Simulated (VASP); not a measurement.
# Te (Fm-3m) in VASP: a series of runs

Runs on Te. Level: revPBE. Tasks: single point.

Program: VASP 6.6.1. These are calculated values, not measurements. Logs are shortened: lines on timing, memory, paths and dates and some standing lists are left out, and cuts for length are marked.

## Step 1: The cell of the first run

It takes space group Fm-3m (No. 225, cubic). Conventional cell: a = 4.802 Å, b = 4.802 Å, c = 4.802 Å, α = 90.00°, β = 90.00°, γ = 90.00°. Within 4.5 Å of Te (site symmetry m-3m) lie 12 Te at 3.40 Å.

This isn't the form of Te at room conditions, which is trigonal, of chains.

## Step 2: Single point, revPBE (27.68 Å³/atom)

Input file INCAR:

```
SYSTEM = Te
PREC = Accurate ; ENCUT = 520
EDIFF = 1E-7 ; ISMEAR = -1
SIGMA = 0.1 ; LREAL = .False.
LASPH = .True. ; NELM = 80
ALGO = Normal ; ISIF = 2
LWAVE = .False. ; LCHARG = .False.
GGA = RE ; NBANDS = 9
```

Input file KPOINTS:

```
regular mesh
0
Gamma
  13 13 13
  0 0 0
```

Input file POSCAR:

```
Te
1.0
    0.0000000000      2.4010161727      2.4010161727
    2.4010161727      0.0000000000      2.4010161727
    2.4010161727      2.4010161727      0.0000000000
Te
1
Direct
    0.0000000000      0.0000000000      0.0000000000
```

Potentials or basis: VASP PAW PBE potentials, release 64 (Te).

On the command line:

```console
> cat potpaw_PBE.64/Te/POTCAR > POTCAR
> mpirun -np 1 vasp_std > vasp.out
```

OUTCAR:

```text
SYSTEM = Te
   PREC = Accurate
   ENCUT = 520
   EDIFF = 1E-7
   ISMEAR = -1
   LREAL = .False.
   LASPH = .True.
   NELM = 80
   ISIF = 2
   GGA = RE

 ion  position               nearest neighbor table
   1  0.000  0.000  0.000-

  LATTYP: Found a face centered cubic cell.
 ALAT       =     4.8020323454

  Lattice vectors:

 A1 = (   0.0000000000,   2.4010161727,   2.4010161727)
 A2 = (   2.4010161727,   0.0000000000,   2.4010161727)
 A3 = (   2.4010161727,   2.4010161727,   0.0000000000)

Analysis of symmetry for initial positions (statically):
=====================================================================
 Subroutine PRICEL returns:
 Original cell was already a primitive cell.

 Routine SETGRP: Setting up the symmetry group for a
 face centered cubic supercell.

 Subroutine GETGRP returns: Found 48 space group operations
 (whereof 48 operations were pure point group operations)
 out of a pool of 48 trial point group operations.

The static configuration has the point symmetry O_h .

Analysis of symmetry for dynamics (positions and initial velocities):
=====================================================================
 Subroutine PRICEL returns:
 Original cell was already a primitive cell.

 Routine SETGRP: Setting up the symmetry group for a
 face centered cubic supercell.

 Subroutine GETGRP returns: Found 48 space group operations
 (whereof 48 operations were pure point group operations)
 out of a pool of 48 trial point group operations.

The dynamic configuration has the point symmetry O_h .

 Subroutine INISYM returns: Found 48 space group operations
 (whereof 48 operations are pure point group operations),
 and found     1 'primitive' translations

----------------------------------------------------------------------------------------

                                     Primitive cell

  volume of cell :      27.6831

  direct lattice vectors                    reciprocal lattice vectors
     0.000000000  2.401016173  2.401016173    -0.208245161  0.208245161  0.208245161
     2.401016173  0.000000000  2.401016173     0.208245161 -0.208245161  0.208245161
     2.401016173  2.401016173  0.000000000     0.208245161  0.208245161 -0.208245161

  length of vectors
     3.395549635  3.395549635  3.395549635     0.360691200  0.360691200  0.360691200

  position of ions in fractional coordinates (direct lattice)
     0.000000000  0.000000000  0.000000000

  ion indices of the primitive-cell ions
   primitive index   ion index
                 1           1

----------------------------------------------------------------------------------------

 KPOINTS: regular mesh

Automatic generation of k-mesh.
 Grid dimensions read from file:
 generate k-points for:   13   13   13

 Generating k-lattice:

  Cartesian coordinates                     Fractional coordinates (reciprocal lattice)
    -0.016018859  0.016018859  0.016018859     0.076923077  0.000000000  0.000000000
     0.016018859 -0.016018859  0.016018859     0.000000000  0.076923077  0.000000000
     0.016018859  0.016018859 -0.016018859     0.000000000  0.000000000  0.076923077

  Length of vectors
     0.027745477  0.027745477  0.027745477

  Shift w.r.t. Gamma in fractional coordinates (k-lattice)
     0.000000000  0.000000000  0.000000000

 Subroutine IBZKPT returns following result:
 ===========================================

 Found     84 irreducible k-points:

 Following reciprocal coordinates:
            Coordinates               Weight
  0.000000  0.000000  0.000000      1.000000
  0.076923  0.000000  0.000000      8.000000
  0.153846  0.000000  0.000000      8.000000
  0.230769  0.000000  0.000000      8.000000
  0.307692  0.000000  0.000000      8.000000
  0.384615  0.000000  0.000000      8.000000
[... 16 lines left out ...]
  0.384615  0.153846  0.000000     24.000000
  0.461538  0.153846  0.000000     24.000000
 [... further k-points ...]
   k-points           NKPTS =     84   k-points in BZ     NKDIM =     84   number of bands    NBANDS=      9
   number of dos      NEDOS =    301   number of ions     NIONS =      1
   total plane-waves  NPLWV =  21952
   dimension x,y,z NGX =    28 NGY =   28 NGZ =   28
   dimension x,y,z NGXF=    56 NGYF=   56 NGZF=   56
   ions per type =               1
   NGX,Y,Z   is equivalent  to a cutoff of  13.71, 13.71, 13.71 a.u.
   NGXF,Y,Z  is equivalent  to a cutoff of  27.42, 27.42, 27.42 a.u.
 SYSTEM =  Te
   PREC   = accura    normal or accurate (medium, high low for compatibility)
   ISTART =      0    job   : 0-new  1-cont  2-samecut
   ICHARG =      2    charge: 1-file 2-atom 10-const
   ISPIN  =      1    spin polarized calculation?
   LNONCOLLINEAR =      F non collinear calculations
   LSORBIT =      F    spin-orbit coupling
   LASPH  =      T    aspherical Exc in radial PAW
   ENCUT  =  520.0 eV  38.22 Ry    6.18 a.u.   6.31  6.31  6.31*2*pi/ulx,y,z
   NELM   =     80;   NELMIN=  2; NELMDL= -5     # of ELM steps
   EDIFF  = 0.1E-06   stopping-criterion for ELM
   LREAL  =      F    real-space projection
   EDIFFG = 0.1E-05   stopping-criterion for IOM
   NSW    =      0    number of steps for IOM
   IBRION =     -1    ionic relax: 0-MD 1-quasi-New 2-CG
   NFREE  =      0    steps in history (QN), initial steepest desc. (CG)
   ISIF   =      2    stress and relaxation
   ISYM   =      2    0-nonsym 1-usesym 2-fastsym
   POTIM  = 0.5000    time-step for ionic-motion
   TEBEG  =    0.0;   TEEND  =   0.0 temperature during run
   PSTRESS=    0.0 pullay stress
   NELECT =       6.0000    total number of electrons
   NUPDOWN=      -1.0000    fix difference up-down
   EMIN   =  10.00;   EMAX   =-10.00  energy-range for DOS
   EFERMI =   0.00;   METHOD = LEGACY
   ISMEAR =    -1;   SIGMA  =   0.10  broadening in eV -4-tet -1-fermi 0-gaus
   EFERMI_NEDOS =   21; number of points for ismear=-14 and -15
   IALGO  =     38    algorithm
   IMIX   =      4    mixing-type and parameters
     AMIX     =   0.40;   BMIX     =  1.00
     AMIX_MAG =   1.60;   BMIX_MAG =  1.00
  volume/ion in A,a.u.               =      27.68       186.82
  Fermi-wavevector in a.u.,A,eV,Ry     =   0.983377  1.858314 13.157253  0.967031
  Thomas-Fermi vector in A             =   2.114531
   LORBIT       =      0    0 simple, 1 ext, 2 COOP (PROOUT), +10 PAW based schemes
   GGA     = RE    functional components
   LHFCALC =     F    Hartree Fock is set to
   AEXX    =    0.0000 exact exchange contribution
   IVDW    =     0    specifies the selected vdW correction
   LEPSILON=     F    determine dielectric tensor
   LRPA    =     F    only Hartree local field effects (RPA)
 non-spin polarized calculation
  energy-cutoff  :      520.00
  volume of cell :       27.68
 maximum number of plane-waves:       757
 NGX is ok and might be reduce to    28
   NGX = 13   NGY = 13   NGZ = 13

 number of electron       6.0000000 magnetization

 Free energy of the ion-electron system (eV)
  ---------------------------------------------------
  ext. energy  EPLUGINS =         0.00000000
  ---------------------------------------------------
  free energy    TOTEN  =        -2.38500273 eV

  energy without entropy =       -2.35597274  energy(sigma->0) =       -2.37048774

 E-fermi :   8.2295     XC(G=0): -10.1817

 val. band max:        8.2044790036   @ k =  -0.4615   0.3077   0.1538
 cond. band min:       8.2663964323   @ k =   0.4615   0.1538   0.0000
 fundamental gap:      0.0619174287
 Fermi energy:         8.2294772874

 k-point     1 :       0.0000    0.0000    0.0000
  band No.  band energies     occupation
      1      -5.7926      2.00000
      2      11.4053      0.00000
      3      11.4053      0.00000
      4      11.4053      0.00000
      5      17.7714      0.00000
      6      17.7714      0.00000
      7      17.7714      0.00000
      8      18.2906      0.00000
      9      18.7550      0.00000

 k-point     2 :       0.0769    0.0000    0.0000
  band No.  band energies     occupation
      1      -5.6876      2.00000
      2      10.5487      0.00000
      3      11.2972      0.00000
      4      11.2972      0.00000
      5      17.0385      0.00000
      6      17.9745      0.00000
      7      17.9745      0.00000
      8      18.8346      0.00000
      9      20.0834      0.00000

 k-point     3 :       0.1538    0.0000    0.0000
  band No.  band energies     occupation
      1      -5.3760      2.00000
      2       8.7184      0.01494
      3      11.0271      0.00000
      4      11.0271      0.00000
      5      16.3214      0.00000
      6      18.3740      0.00000
      7      18.3740      0.00000
      8      20.0022      0.00000
      9      20.5979      0.00000

 k-point     4 :       0.2308    0.0000    0.0000
  band No.  band energies     occupation
      1      -4.8710      2.00000
      2       6.6957      2.00000
      3      10.7000      0.00000
      4      10.7000      0.00000
      5      15.8271      0.00000
      6      18.2675      0.00000
      7      18.2675      0.00000
      8      20.0919      0.00000
      9      20.8008      0.00000
[... 205 lines left out ...]
 k-point    22 :       0.3077    0.1538    0.0000
  band No.  band energies     occupation
      1      -4.3072      2.00000
      2       6.1582      2.00000
      3       9.3271      0.00003
      4       9.3526      0.00003
      5      15.0008      0.00000
      6      16.5454      0.00000
      7      19.5382      0.00000
      8      20.0349      0.00000
      9      22.5717      0.00000

 k-point    23 :       0.3846    0.1538    0.0000
  band No.  band energies     occupation
      1      -3.6199      2.00000
      2       4.4679      2.00000
      3       8.7863      0.00760
      4       9.1679      0.00017
      5      14.7159      0.00000
      6      17.3252      0.00000
      7      19.3758      0.00000
      8      19.6201      0.00000
      9      21.9766      0.00000

 k-point    24 :       0.4615    0.1538    0.0000
  band No.  band energies     occupation
      1      -2.9260      2.00000
      2       3.1164      2.00000
      3       8.2664      0.81747
      4       9.1846      0.00014
      5      14.6002      0.00000
      6      17.6900      0.00000
      7      18.7752      0.00000
      8      20.5973      0.00000
      9      21.6672      0.00000

 [... further k-points ...]

------------------------ aborting loop because EDIFF is reached ----------------------------------------

  FORCE on cell =-STRESS in cart. coord.  units (eV):
  Direction    XX          YY          ZZ          XY          YZ          ZX
  --------------------------------------------------------------------------------------
  -------------------------------------------------------------------------------------
  Total        0.3557192      0.3557192      0.3557192      0.0000000      0.0000000      0.0000000
  in kB       20.5874513     20.5874513     20.5874513      0.0000000      0.0000000      0.0000000
  external PRESSURE =      20.5874513 kB  Pullay stress =       0.0000000 kB

 VOLUME and BASIS-vectors are now :
 -----------------------------------------------------------------------------
  energy-cutoff  :      520.00
  volume of cell :       27.68
      direct lattice vectors                 reciprocal lattice vectors
     0.000000000  2.401016173  2.401016173    -0.208245161  0.208245161  0.208245161
     2.401016173  0.000000000  2.401016173     0.208245161 -0.208245161  0.208245161
     2.401016173  2.401016173  0.000000000     0.208245161  0.208245161 -0.208245161

 POSITION                                       TOTAL-FORCE (eV/Angst)
 -----------------------------------------------------------------------------------
      0.00000      0.00000      0.00000         0.000000      0.000000     -0.000000
 -----------------------------------------------------------------------------------
    total drift:                                0.000000      0.000000      0.000000

  FREE ENERGIE OF THE ION-ELECTRON SYSTEM (eV)
  ---------------------------------------------------
  free  energy   TOTEN  =        -2.3850027346 eV

  energy  without entropy=       -2.3559727405  energy(sigma->0) =       -2.37048774
```

It took 18 s on 1 thread of Intel Xeon Platinum 8259CL at 2.50GHz (Skylake/Cascade Lake), shared host; peak memory 0.17 GiB.

Results:

| Property | Result |
| --- | --- |
| Free energy | -2.3850 eV |
| Pressure | 2.1 GPa |
| Band gap on the k mesh | zero (bands 3 and 4 overlap by 5.12 eV) |

Levels at points of the mesh, in eV from the Fermi level:
| k point | band 1 | band 2 | band 3 | band 4 | band 5 | band 6 |
| --- | --- | --- | --- | --- | --- | --- |
| (0.00, 0.00, 0.00) | -14.02 | 3.18 | 3.18 | 3.18 | 9.54 | 9.54 |

Caveat: the PAW data sets were made with another functional, which shifts forces and pressure a little; spin-orbit coupling is left out, which moves the levels of the heavy elements.

## Step 3: Single point, revPBE (28.84 Å³/atom)

This run uses another cell than the first one, of 28.84 Å³/atom.

Input file INCAR:

```
SYSTEM = Te
PREC = Accurate
ENCUT = 520
EDIFF = 1E-7
ISMEAR = -1
SIGMA = 0.1
LREAL = .FALSE.
LASPH = .TRUE.
NELM = 80
ALGO = Normal
ISIF = 2
LWAVE = .FALSE.
LCHARG = .FALSE.
GGA = RE
NBANDS = 9
```

Input file KPOINTS:

```
Automatic mesh
0
G
  13 13 13
  0 0 0
```

Input file POSCAR:

```
Te
1.0
    0.0000000000      2.4339108928      2.4339108928
    2.4339108928      0.0000000000      2.4339108928
    2.4339108928      2.4339108928      0.0000000000
Te
1
Direct
    0.0000000000      0.0000000000      0.0000000000
```

Potentials or basis: VASP PAW PBE potentials, release 64 (Te).

On the command line:

```console
> cat potpaw_PBE.64/Te/POTCAR > POTCAR
> mpirun -np 1 vasp_std > vasp.out
```

Run time: 18 s. Hardware: 1 thread of Intel Xeon Platinum 8259CL at 2.50GHz (Skylake/Cascade Lake), shared host; peak memory 0.17 GiB.

It converged, with:

```
Free energy            : -2.3917 eV
Pressure               : -0.1 GPa
Band gap on the k mesh : zero (bands 3 and 4 overlap by 4.76 eV)
```

Levels at points of the mesh, in eV from the Fermi level:
```tsv
k point	band 1	band 2	band 3	band 4	band 5	band 6	band 7
(0.00, 0.00, 0.00)	-13.69	2.96	2.96	2.96	9.48	9.48	9.48
```

Caveat: the PAW data sets were made with another functional, which shifts forces and pressure a little; spin-orbit coupling is left out, which moves the levels of the heavy elements.

## Step 4: Single point, revPBE (29.99 Å³/atom)

This run uses another cell than the first one, of 29.99 Å³/atom.

Input file INCAR:

```
ALGO     = Normal         # electronic algorithm
EDIFF    = 1E-6           # SCF threshold, eV
ENCUT    = 520            # plane-wave cutoff, eV
GGA      = RE             # functional
ISIF     = 2              # what is computed and relaxed
ISMEAR   = -1             # smearing method
LASPH    = T              # aspherical terms in the spheres
LCHARG   = T              # write CHGCAR
LELF     = T              # ELF
LREAL    = F              # projectors in reciprocal space
LVHAR    = T            
LWAVE    = F              # write WAVECAR
NBANDS   = 9              # bands
NELM     = 100            # most SCF steps
PREC     = Accurate       # precision mode
SIGMA    = 0.1            # smearing width, eV
```

Input file KPOINTS:

```
k-points
0
Gamma
  13 13 13
```

Input file POSCAR:

```
Te
1.0
    0.0000000000      2.4659397091      2.4659397091
    2.4659397091      0.0000000000      2.4659397091
    2.4659397091      2.4659397091      0.0000000000
Te
1
Direct
    0.0000000000      0.0000000000      0.0000000000
```

On the command line:

```console
> cat potpaw_PBE.64/Te/POTCAR > POTCAR
> mpirun -np 1 vasp_std > vasp.out
```

It took 15 s on 1 thread of Intel Xeon Platinum 8259CL at 2.50GHz (Skylake/Cascade Lake), shared host; peak memory 0.17 GiB.

Results (log left out):

```
Free energy            : -2.3844 eV
Pressure               : -1.9 GPa
Band gap on the k mesh : zero (bands 3 and 4 overlap by 4.44 eV)
```

Levels at points of the mesh, in eV from the Fermi level:
```csv
k point,band 1,band 2,band 3,band 4,band 5,band 6
"(0.00, 0.00, 0.00)",-13.40,2.77,2.77,2.77,9.19,9.42
```

Caveat: the PAW data sets were made with another functional, which shifts forces and pressure a little; spin-orbit coupling is left out, which moves the levels of the heavy elements.

(Part 1 of 2 ends here.)
